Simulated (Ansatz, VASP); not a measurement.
Zr2O in VASP and in Ansatz

Contents of INCAR:

```
SYSTEM = Zr2O
ALGO = Normal
EDIFF = 1E-6
ENCUT = 520
GGA = PS
ISIF = 2
ISMEAR = 0
LASPH = .TRUE.
LCHARG = .FALSE.
LREAL = .FALSE.
LWAVE = .FALSE.
NBANDS = 39
NELM = 80
PREC = Accurate
SIGMA = 0.15
```

File KPOINTS:

```
k-points
0
G
  10 10 10
  0 0 0
```

Contents of POSCAR:

```
Zr2O
1.0
    4.8002881848      0.0000000000      0.0000000000
    0.0000000000      4.8002881848      0.0000000000
    0.0000000000      0.0000000000      4.8722925076
Zr O
4 2
Direct
    0.2500000000      0.2500000000      0.7500000000
    0.7500000000      0.2500000000      0.2500000000
    0.2500000000      0.7500000000      0.2500000000
    0.7500000000      0.7500000000      0.7500000000
    0.0000000000      0.0000000000      0.0000000000
    0.5000000000      0.5000000000      0.5000000000
```

Input for Ansatz:

```yaml
crystal:
  lattice:
    - [4.8002881848, 0.0, 0.0]
    - [0.0, 4.8002881848, 0.0]
    - [0.0, 0.0, 4.8722925076]
  atoms:
    - { symbol: Zr, position: [0.25, 0.25, 0.75] }
    - { symbol: Zr, position: [0.75, 0.25, 0.25] }
    - { symbol: Zr, position: [0.25, 0.75, 0.25] }
    - { symbol: Zr, position: [0.75, 0.75, 0.75] }
    - { symbol: O, position: [0.0, 0.0, 0.0] }
    - { symbol: O, position: [0.5, 0.5, 0.5] }
basis:
  ecutwfc: 420
kpoints:
  mp_grid: { grid: [10, 10, 10] }
hamiltonian:
  xc: pbesol
scf:
  occupations: { method: gaussian, width: 0.15 }
output:
  forces: true
  stress: true
  eigenvalues: true
```

Change from the starting cell: strain +0.000 along x and y, +0.015 along z, atoms carried along.

Alike in both runs: task single point; functional PBEsol; k mesh 10 × 10 × 10; occupations gaussian, width 0.15 eV; no spin polarisation.

```csv
,VASP,Ansatz
version,VASP 6.6.1,Ansatz 0.2.0
potentials or method,"VASP PAW PBE potentials, release 64 (Zr_sv, O), cutoff 520 eV","scalar-relativistic, plane waves, PAW"
valence electrons in the cell,60,60
```

|  | VASP | Ansatz | Ansatz less VASP |
| --- | --- | --- | --- |
| gap on the k mesh at the Fermi level (eV) | none | none | - |
| pressure (GPa) | -1.8 | -2.1 | -0.23 |
| traceless stress, the component that is largest in VASP (GPa) | -0.53 | -0.53 | -0.006 |

VASP's potentials were made for PBE, not for PBEsol. A gap of «none» marks a metal or a gap that the smearing closes.
